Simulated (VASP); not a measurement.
F, 4 atoms in the cell. The structure is orthorhombic, space group Cmce (No. 64). Conventional cell: a = 6.341 Å, b = 3.777 Å, c = 6.806 Å, α = 90.00°, β = 90.00°, γ = 90.00°. F (site symmetry m) has 1 F at 1.42 Å within 1.9 Å. 

| Item | Value |
| --- | --- |
| Program | VASP 6.6.1 |
| Task | single point |
| Functional | PBE |
| Potentials or basis | VASP PAW PBE potentials, release 64 (F) |
| Cutoff | 600 eV |
| k mesh | 8 × 8 × 4 |
| Occupations | gaussian, width 0.02 eV |
| Spin | no spin polarisation |
| Dipole correction | no |
| Further INCAR settings | ALGO = Normal; EDIFF = 1e-06; NBANDS = 22 |

Potentials or basis: VASP PAW PBE potentials, release 64 (F).

Run with:

```console
$ cat potpaw_PBE.64/F/POTCAR > POTCAR
$ mpirun -np 1 vasp_std > vasp.out
```

Hardware: 1 thread of Intel Xeon 8259CL (shared host).

Question: Estimate the wall time of this run.

Answer: Run time: 2.1 min on 1 thread of Intel Xeon 8259CL (shared host), peak memory 0.26 GiB. Counts: scf iterations 12, k points 63.
